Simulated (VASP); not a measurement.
Runs of VASP 6.6.1 on Si. The structure is that of space group P6_3/mmc (No. 194), or close to it. The cells are those of the table. This isn't the form of Si at room conditions, which is diamond.

```csv
task,cell,k mesh,cutoff (eV),gap on the mesh (eV),pressure (GPa)
single point,"a = 2.713, b = 2.713, c = 4.565 Å, angles 90.0, 90.0, 120.0°, 2 atoms",15 × 15 × 8,520,none,-3.6
single point,"a = 2.678, b = 2.678, c = 4.506 Å, angles 90.0, 90.0, 120.0°, 2 atoms",22 × 22 × 12,520,none,-0.1
single point,"a = 2.678, b = 2.678, c = 4.506 Å, angles 90.0, 90.0, 120.0°, 2 atoms",13 × 13 × 7,520,none,0.1
single point,"a = 2.642, b = 2.642, c = 4.445 Å, angles 90.0, 90.0, 120.0°, 2 atoms",15 × 15 × 8,520,none,4.0
single point,"a = 2.566, b = 2.566, c = 4.318 Å, angles 90.0, 90.0, 120.0°, 2 atoms",15 × 15 × 8,520,none,16.1
single point,"a = 2.781, b = 2.781, c = 4.679 Å, angles 90.0, 90.0, 120.0°, 2 atoms",15 × 15 × 8,520,none,(a)
single point,"a = 2.747, b = 2.747, c = 4.623 Å, angles 90.0, 90.0, 120.0°, 2 atoms",15 × 15 × 8,520,none,-6.3
relaxation of cell and atoms,"relaxed from a = 2.769, b = 2.769, c = 4.522 Å, angles 90.0, 90.0, 120.0°, 2 atoms",13 × 13 × 7,600,none,0.0
single point,"a = 2.678, b = 2.678, c = 4.506 Å, angles 90.0, 90.0, 120.0°, 2 atoms",15 × 15 × 8,520,none,(b)
single point,"a = 2.604, b = 2.604, c = 4.382 Å, angles 90.0, 90.0, 120.0°, 2 atoms",15 × 15 × 8,520,none,9.4
```

Alike in all rows: level PBEsol; potentials or basis VASP PAW PBE potentials, release 64 (Si); no spin polarisation; smearing fermi-dirac 0.1 eV.

Task: Estimate the missing entries.

Result: (a) -8.5; (b) -0.2.

Caveats: the PAW data sets were made with another functional, which shifts forces and pressure a little; the cell stands under tension (at least some runs); the cell stands under pressure (at least some runs).

A gap of «none» marks levels without a gap at the run's occupations.
